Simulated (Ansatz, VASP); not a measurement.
# Two plane-wave programs on Rh

```xyz
2
Lattice="2.6491 -0.0273 -0.0032 -1.3482 2.3351 0.0065 -0.0053 0.0091 4.3160" Properties=species:S:1:pos:R:3 pbc="T T T"
Rh    1.2877    0.7525    3.2370
Rh    0.0080    1.5644    1.0822
```

Alike in both runs: task single point; functional PBE; k mesh 16 × 16 × 8; occupations gaussian, width 0.1 eV; no spin polarisation.

|  | VASP | Ansatz |
| --- | --- | --- |
| version | VASP 6.6.1 | Ansatz 0.2.0 |
| potentials or method | VASP PAW PBE potentials, release 64 (Rh_pv), cutoff 520 eV | scalar-relativistic, plane waves, PAW |
| valence electrons in the cell | 30 | 34 |

VASP gave:

- gap on the k mesh at the Fermi level (eV): none
- pressure (GPa): 18.3
- traceless stress, the component that is largest in VASP (GPa): 2.59
- rms of the force components (eV/Å): 0.124

Question: Estimate Ansatz's values.

Answer: gap on the k mesh at the Fermi level (eV): none; pressure (GPa): 18.2; traceless stress, the component that is largest in VASP (GPa): 2.60; rms of the force components (eV/Å): 0.124.

Atom by atom the forces differ by 0.000 eV/Å (rms over components). A gap of «none» marks a metal or a gap that the smearing closes. VASP's potentials hold 30 valence electrons a cell and Ansatz's 34, so a difference there can come from the potentials and not from the codes. Ansatz's warnings: near symmetry operations not taken.
